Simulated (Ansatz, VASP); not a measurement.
## Ga2O3: VASP beside Ansatz

File POSCAR:

```
Ga2O3
1.0
    2.5003396034      1.4435717431      4.4826774567
   -2.5003396034      1.4435717431      4.4826774567
    0.0000000000     -2.8871434861      4.4826774567
Ga O
4 6
Direct
    0.3556974149      0.3556974149      0.3556974149
    0.1443025851      0.1443025851      0.1443025851
    0.6443025851      0.6443025851      0.6443025851
    0.8556974149      0.8556974149      0.8556974149
    0.5528008085      0.9471991915      0.2500000000
    0.2500000000      0.5528008085      0.9471991915
    0.9471991915      0.2500000000      0.5528008085
    0.4471991915      0.0528008085      0.7500000000
    0.7500000000      0.4471991915      0.0528008085
    0.0528008085      0.7500000000      0.4471991915
```

The input INCAR.step1:

```
PREC = Accurate
ENCUT = 520
ISMEAR = 0
SIGMA = 0.02
LREAL = F
LASPH = T
NELM = 60
NBANDS = 55
GGA = PE
ALGO = Normal
EDIFF = 1E-4
LWAVE = T
LCHARG = F
```

The input INCAR.step2:

```
PREC = Accurate
ENCUT = 520
EDIFF = 1E-7
ISMEAR = 0
SIGMA = 0.02
LREAL = F
LASPH = T
NELM = 60
ALGO = Normal
ISIF = 2
LWAVE = F
LCHARG = T
METAGGA = R2SCAN
LMIXTAU = T
LELF = T
LVHAR = T
NBANDS = 55
ISTART = 1
```

The input KPOINTS:

```
regular mesh
0
Gamma
  6 6 6
```

Input for Ansatz:

```yaml
crystal:
  lattice:
    - [2.5003396034, 1.4435717431, 4.4826774567]
    - [-2.5003396034, 1.4435717431, 4.4826774567]
    - [0.0, -2.8871434861, 4.4826774567]
  atoms:
    - { symbol: Ga, position: [0.3556974149, 0.3556974149, 0.3556974149] }
    - { symbol: Ga, position: [0.1443025851, 0.1443025851, 0.1443025851] }
    - { symbol: Ga, position: [0.6443025851, 0.6443025851, 0.6443025851] }
    - { symbol: Ga, position: [0.8556974149, 0.8556974149, 0.8556974149] }
    - { symbol: O, position: [0.5528008085, 0.9471991915, 0.25] }
    - { symbol: O, position: [0.25, 0.5528008085, 0.9471991915] }
    - { symbol: O, position: [0.9471991915, 0.25, 0.5528008085] }
    - { symbol: O, position: [0.4471991915, 0.0528008085, 0.75] }
    - { symbol: O, position: [0.75, 0.4471991915, 0.0528008085] }
    - { symbol: O, position: [0.0528008085, 0.75, 0.4471991915] }
basis:
  ecutwfc: 500
kpoints:
  mp_grid: { grid: [6, 6, 6] }
  band_path:
    path:
      - [0.0, 0.0, 0.0]
      - [0.5, 0.5, 0.5]
      - [0.7641963376, 0.2358036624, 0.5]
      - [0.5, -0.2358036624, 0.2358036624]
      - [0.5, 0.0, 0.0]
      - [0.3679018312, -0.3679018312, 0.0]
      - [0.6320981688, 0.0, 0.3679018312]
      - [0.5, 0.0, 0.5]
      - [0.0, 0.166667, -0.166667]
    npoints: 1
hamiltonian:
  xc: r2scan
scf:
  occupations: { method: gaussian, width: 0.02 }
  n_extra_bands: 8
output:
  forces: true
  stress: true
  eigenvalues: true
  write_density: true
  write_potential: true
  elf: true
  volumetric_format: npy
```

Alike in both runs: task single point; functional r2SCAN; k mesh 6 × 6 × 6; occupations gaussian, width 0.02 eV; no spin polarisation.

```csv
,VASP,Ansatz
version,VASP 6.6.1,Ansatz 0.2.0
potentials or method,"VASP PAW PBE potentials, release 64 (Ga_d, O), cutoff 520 eV","scalar-relativistic, plane waves, PAW"
valence electrons in the cell,88,88
```

|  | VASP | Ansatz | Ansatz less VASP |
| --- | --- | --- | --- |
| gap on the k mesh at the Fermi level (eV) | 3.46 | 3.47 | +0.007 |
| least direct gap on the mesh (eV) | 3.72 | 3.72 | +0.002 |
| pressure (GPa) | 0.2 | -1.7 | -1.84 |
| traceless stress, the component that is largest in VASP (GPa) | 0.09 | 0.51 | +0.427 |
| rms of the force components (eV/Å) | 0.021 | 0.029 | +0.0081 |

VASP's potentials were made for PBE, not for r2SCAN. Atom by atom the forces differ by 0.020 eV/Å (rms over components). With one functional, cell and mesh, what is left measures potentials, basis and numerics.
